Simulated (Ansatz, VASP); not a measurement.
## One calculation of Ga2SeS2, two programs

Contents of INCAR:

```
SYSTEM = Ga2SeS2
ALGO     = Normal         ! electronic algorithm
EDIFF    = 1E-6           ! SCF threshold, eV
ENCUT    = 500            ! plane-wave cutoff, eV
GGA      = PE             ! functional
GGA_COMPAT= .FALSE.      
ISIF     = 2              ! what is computed and relaxed
ISMEAR   = 0              ! smearing method
LASPH    = .TRUE.         ! aspherical terms in the spheres
LCHARG   = .TRUE.         ! write CHGCAR
LELF     = .TRUE.         ! ELF
LREAL    = .FALSE.        ! projectors in reciprocal space
LVHAR    = .TRUE.       
LWAVE    = .FALSE.        ! write WAVECAR
NBANDS   = 30             ! bands
NELM     = 120            ! most SCF steps
PREC     = Accurate       ! precision mode
SIGMA    = 0.1            ! smearing width, eV
```

Contents of KPOINTS:

```
k-points
0
G
  12 12 6
  0 0 0
```

File POSCAR:

```
Ga2SeS2
1.0
    4.4888517579      0.0000000000      0.0000000000
   -2.2444258789      3.8874596561      0.0000000000
    0.0000000000      0.0000000000      7.5488680241
Ga Se S
2 1 2
Direct
    0.0000000000      0.0000000000      0.6855904508
    0.0000000000      0.0000000000      0.3144095492
    0.0000000000      0.0000000000      0.0000000000
    0.3333333333      0.6666666667      0.5000000000
    0.6666666667      0.3333333333      0.5000000000
```

Input for Ansatz:

```yaml
crystal:
  lattice:
    - [4.4888517579, 0.0, 0.0]
    - [-2.2444258789, 3.8874596561, 0.0]
    - [0.0, 0.0, 7.5488680241]
  atoms:
    - { symbol: Ga, position: [0.0, 0.0, 0.6855904508] }
    - { symbol: Ga, position: [0.0, 0.0, 0.3144095492] }
    - { symbol: Se, position: [0.0, 0.0, 0.0] }
    - { symbol: S, position: [0.3333333333, 0.6666666667, 0.5] }
    - { symbol: S, position: [0.6666666667, 0.3333333333, 0.5] }
basis:
  ecutwfc: 420
kpoints:
  mp_grid: { grid: [12, 12, 6] }
  band_path:
    path:
      - [[0.0, 0.0, 0.0], [0.5, 0.0, 0.0], [0.33333333, 0.33333333, 0.0], [0.0, 0.0, 0.0], [0.0, 0.0, 0.5], [0.5, 0.0, 0.5], [0.33333333, 0.33333333, 0.5], [0.0, 0.0, 0.5]]
      - [[0.5, 0.0, 0.5], [0.5, 0.0, 0.0]]
      - [[0.33333333, 0.33333333, 0.5], [0.33333333, 0.33333333, 0.0]]
    npoints: 14
hamiltonian:
  xc: pbe
scf:
  occupations: { method: gaussian, width: 0.1 }
  n_extra_bands: 12
output:
  forces: true
  stress: true
  eigenvalues: true
  populations: true
  dos: { projected: true, de: 0.02, nscf_kmesh: { grid: [15, 15, 8] } }
  bader: true
  write_density: true
  write_potential: true
  elf: true
  volumetric_format: npy
```

Alike in both runs: task single point; functional PBE; k mesh 12 × 12 × 6; occupations gaussian, width 0.1 eV; no spin polarisation.

```csv
,VASP,Ansatz
version,VASP 6.6.1,Ansatz 0.2.0
potentials or method,"VASP PAW PBE potentials, release 64 (Ga_d, Se, S), cutoff 500 eV","scalar-relativistic, plane waves, PAW"
valence electrons in the cell,44,54
```

|  | VASP | Ansatz | Ansatz less VASP |
| --- | --- | --- | --- |
| gap on the k mesh at the Fermi level (eV) | none | none | - |
| pressure (GPa) | 0.0 | 0.0 | -0.03 |
| traceless stress, the component that is largest in VASP (GPa) | 0.07 | -0.01 | -0.083 |

A gap of «none» marks a metal or a gap that the smearing closes. VASP's potentials hold 44 valence electrons a cell and Ansatz's 54, so a difference there can come from the potentials and not from the codes.
